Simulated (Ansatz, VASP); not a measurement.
## Two plane-wave programs on HfSc2O3

```xyz
6
Lattice="3.0845 0.0000 0.0000 -1.5422 2.6712 0.0000 0.0000 0.0000 8.3584" Properties=species:S:1:pos:R:3 pbc="T T T"
Hf    0.0000    0.0000    0.0000
Sc    0.0000    1.7808    5.4757
Sc    1.5422    0.8904    2.8826
O     0.0000    1.7808    1.5684
O     1.5422    0.8904    6.7900
O     0.0000    0.0000    4.1792
```

Change from the starting cell: species swapped into the Mg2ZnO3 type (P-3m1, No. 164).

Alike in both runs: functional PBE; k mesh 6 × 6 × 2; occupations gaussian, width 0.1 eV; no spin polarisation.

Ansatz relaxed the structure, and its values are those at the end. VASP's run is a single point on that final structure, the one shown.

|  | VASP | Ansatz |
| --- | --- | --- |
| version | VASP 6.6.1 | Ansatz 0.2.0 |
| potentials or method | VASP PAW PBE potentials, release 64 (Hf_pv, Sc_sv, O), cutoff 520 eV | scalar-relativistic, plane waves, PAW |
| valence electrons in the cell | 50 | 66 |

Ansatz gave:

| Item | Value |
| --- | --- |
| gap on the k mesh at the Fermi level (eV) | none |
| pressure (GPa) | -0.3 |
| rms of the force components (eV/Å) | 0.013 |

Q: Estimate VASP's values.

A: gap on the k mesh at the Fermi level (eV): none; pressure (GPa): -0.4; rms of the force components (eV/Å): 0.062.

A gap of «none» marks a metal or a gap that the smearing closes. VASP's potentials hold 50 valence electrons a cell and Ansatz's 66, so a difference there can come from the potentials and not from the codes.

The k mesh is coarse, so the values compare programs but aren't converged. Neither program's run includes spin-orbit coupling.
